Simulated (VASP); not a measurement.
# Ag (P6_3/mmc) in VASP: notebook, part 2 of 2

VASP 6.6.1.

### Step 4. Single point, PBE

This run uses another cell than the first one, of 17.70 Å³/atom.

The input, INCAR:

```
SYSTEM = Ag
PREC = Accurate ; ENCUT = 520
EDIFF = 1E-6 ; ISMEAR = 0
SIGMA = 0.1 ; LREAL = .FALSE.
LASPH = .TRUE. ; NELM = 60
ALGO = Fast ; ISIF = 2
LWAVE = .FALSE. ; LCHARG = .FALSE.
GGA = PE ; NBANDS = 18
```

The input, KPOINTS:

```
Automatic mesh
0
G
  18 18 10
  0 0 0
```

The input, POSCAR:

```
Ag
1.0
    2.9235397058      0.0000000000      0.0000000000
   -1.4617698529      2.5318596541      0.0000000000
    0.0000000000      0.0000000000      4.7820264160
Ag
2
Direct
    0.3333333333      0.6666666667      0.2500000000
    0.6666666667      0.3333333333      0.7500000000
```

Potentials or basis: VASP PAW PBE potentials, release 64 (Ag).

The run is started by

```console
$ cat potpaw_PBE.64/Ag/POTCAR > POTCAR
$ mpirun -np 1 vasp_std > vasp.out
```

OUTCAR:

```text
SYSTEM = Ag
   PREC = Accurate
   ENCUT = 520
   EDIFF = 1E-6
   ISMEAR = 0
   LREAL = .FALSE.
   LASPH = .TRUE.
   NELM = 60
   ISIF = 2
   GGA = PE

 ion  position               nearest neighbor table
   1  0.333  0.667  0.250-   2 2.93   2 2.93   2 2.93   2 2.93   2 2.93   2 2.93
   2  0.667  0.333  0.750-   1 2.93   1 2.93   1 2.93   1 2.93   1 2.93   1 2.93

  LATTYP: Found a hexagonal cell.
 ALAT       =     2.9235397058
 C/A-ratio  =     1.6356974412

  Lattice vectors:

 A1 = (   2.9235397058,   0.0000000000,   0.0000000000)
 A2 = (  -1.4617698529,   2.5318596541,   0.0000000000)
 A3 = (   0.0000000000,   0.0000000000,   4.7820264160)

Analysis of symmetry for initial positions (statically):
=====================================================================
 Subroutine PRICEL returns:
 Original cell was already a primitive cell.

 Routine SETGRP: Setting up the symmetry group for a
 hexagonal supercell.

 Subroutine GETGRP returns: Found 24 space group operations
 (whereof 12 operations were pure point group operations)
 out of a pool of 24 trial point group operations.

The static configuration has the point symmetry D_3d.
 The point group associated with its full space group is D_6h.

Analysis of symmetry for dynamics (positions and initial velocities):
=====================================================================
 Subroutine PRICEL returns:
 Original cell was already a primitive cell.

 Routine SETGRP: Setting up the symmetry group for a
 hexagonal supercell.

 Subroutine GETGRP returns: Found 24 space group operations
 (whereof 12 operations were pure point group operations)
 out of a pool of 24 trial point group operations.

The dynamic configuration has the point symmetry D_3d.
 The point group associated with its full space group is D_6h.

 Subroutine INISYM returns: Found 24 space group operations
 (whereof 12 operations are pure point group operations),
 and found     1 'primitive' translations

[... 115 lines left out ...]
  volume/ion in A,a.u.               =      17.70       119.43
  Fermi-wavevector in a.u.,A,eV,Ry     =   1.397104  2.640144 26.557221  1.951901
  Thomas-Fermi vector in A             =   2.520393
   LORBIT       =      0    0 simple, 1 ext, 2 COOP (PROOUT), +10 PAW based schemes
   GGA     = PE    functional components
   LHFCALC =     F    Hartree Fock is set to
   AEXX    =    0.0000 exact exchange contribution
   IVDW    =     0    specifies the selected vdW correction
   LEPSILON=     F    determine dielectric tensor
   LRPA    =     F    only Hartree local field effects (RPA)
 non-spin polarized calculation
 RMM-DIIS sequential band-by-band and
 Gauss-broadening in eV      SIGMA  =   0.10
  energy-cutoff  :      520.00
  volume of cell :       35.40
 maximum number of plane-waves:       989
 NGX is ok and might be reduce to    24
   NGX = 11   NGY = 11   NGZ = 17

 number of electron      22.0000006 magnetization

 Free energy of the ion-electron system (eV)
  ---------------------------------------------------
  ext. energy  EPLUGINS =         0.00000000
  ---------------------------------------------------
  free energy    TOTEN  =        -5.42633156 eV

  energy without entropy =       -5.42222395  energy(sigma->0) =       -5.42427775

 E-fermi :   7.9090     XC(G=0): -11.9870

 val. band max:        7.8622373084   @ k =   0.0556   0.0000   0.0000
 cond. band min:       7.9091640168   @ k =   0.4444   0.0556   0.2000
 fundamental gap:      0.0469267084
 Fermi energy:         7.9090066113

 k-point     1 :       0.0000    0.0000    0.0000
  band No.  band energies     occupation
      1       0.4250      2.00000
      2       1.7519      2.00000
      3       3.2381      2.00000
      4       3.3346      2.00000
      5       3.3346      2.00000
      6       3.5558      2.00000
[... 481 lines left out ...]
      5       3.5536      2.00000
      6       3.7345      2.00000
[... 10 lines left out ...]
     17      18.7220      0.00000
     18      22.8448      0.00000

 [... further k-points ...]

------------------------ aborting loop because EDIFF is reached ----------------------------------------

  FORCE on cell =-STRESS in cart. coord.  units (eV):
  Direction    XX          YY          ZZ          XY          YZ          ZX
  --------------------------------------------------------------------------------------
  -------------------------------------------------------------------------------------
  Total        0.2108930      0.2108930      0.2126486      0.0000000      0.0000000      0.0000000
  in kB        9.5457950      9.5457950      9.6252625      0.0000000      0.0000000      0.0000000
  external PRESSURE =       9.5722841 kB  Pullay stress =       0.0000000 kB

 VOLUME and BASIS-vectors are now :
 -----------------------------------------------------------------------------
  energy-cutoff  :      520.00
  volume of cell :       35.40
      direct lattice vectors                 reciprocal lattice vectors
     2.923539706  0.000000000  0.000000000     0.342051109  0.197483300  0.000000000
    -1.461769853  2.531859654  0.000000000     0.000000000  0.394966600  0.000000000
     0.000000000  0.000000000  4.782026416     0.000000000  0.000000000  0.209116369

 POSITION                                       TOTAL-FORCE (eV/Angst)
 -----------------------------------------------------------------------------------
     -0.00000      1.68791      1.19551         0.000000     -0.000000      0.000000
      1.46177      0.84395      3.58652        -0.000000      0.000000      0.000000
 -----------------------------------------------------------------------------------
    total drift:                               -0.000000      0.000000     -0.000000

  FREE ENERGIE OF THE ION-ELECTRON SYSTEM (eV)
  ---------------------------------------------------
  free  energy   TOTEN  =        -5.4263315603 eV

  energy  without entropy=       -5.4222239472  energy(sigma->0) =       -5.42427775
```

Run time: 54 s. Hardware: 1 thread of AMD EPYC 9R45 (Zen 5), shared host; peak memory 0.21 GiB.

What came out:

| Item | Value |
| --- | --- |
| Free energy | -5.4263 eV |
| Pressure | 1.0 GPa |
| Band gap on the k mesh | zero (bands 11 and 12 overlap by 7.39 eV) |

Levels at points of the mesh, in eV from the Fermi level:
| k point | band 7 | band 8 | band 9 | band 10 | band 11 | band 12 | band 13 | band 14 | band 15 | band 16 |
| --- | --- | --- | --- | --- | --- | --- | --- | --- | --- | --- |
| (0.00, 0.00, 0.00) | -4.35 | -4.02 | -4.02 | -3.07 | -3.07 | -0.29 | 3.39 | 15.57 | 17.42 | 17.72 |
| (0.50, 0.00, 0.00) | -3.71 | -2.95 | -2.90 | -2.82 | 0.14 | 1.48 | 6.73 | 7.00 | 9.08 | 10.17 |
| (0.00, 0.00, 0.50) | -4.40 | -4.40 | -3.37 | -3.37 | -3.37 | -3.37 | 10.85 | 10.85 | 15.92 | 15.92 |
| (0.50, 0.00, 0.50) | -3.11 | -3.11 | -2.87 | -2.87 | 0.82 | 0.82 | 4.40 | 4.40 | 13.35 | 13.35 |

### Step 5. Summary

| task | cell | cutoff (eV) | gap on the mesh (eV) | pressure (GPa) |
| --- | --- | --- | --- | --- |
| relaxation of cell and atoms | relaxed to 90 GPa from a = 2.618, b = 2.618, c = 4.279 Å, angles 90.0, 90.0, 120.0°, 2 atoms | 600 | none | 90.0 |
| single point | a = 2.895, b = 2.895, c = 4.737 Å, angles 90.0, 90.0, 120.0°, 2 atoms | 520 | none | 3.9 |
| single point | a = 2.924, b = 2.924, c = 4.782 Å, angles 90.0, 90.0, 120.0°, 2 atoms | 520 | none | 1.0 |

Alike in all rows: level PBE; potentials or basis VASP PAW PBE potentials, release 64 (Ag); no spin polarisation; k mesh 18 × 18 × 10; smearing gaussian 0.1 eV.

Caveats: the cell is relaxed towards a set pressure, so the run minimises the enthalpy, not the energy (at least some runs); the cell stands under pressure (at least some runs).

Total energies depend on the potentials used, so only differences within one code and one set of settings carry meaning.

The gap in the log of VASP goes by the Fermi energy; the results here count the filled bands.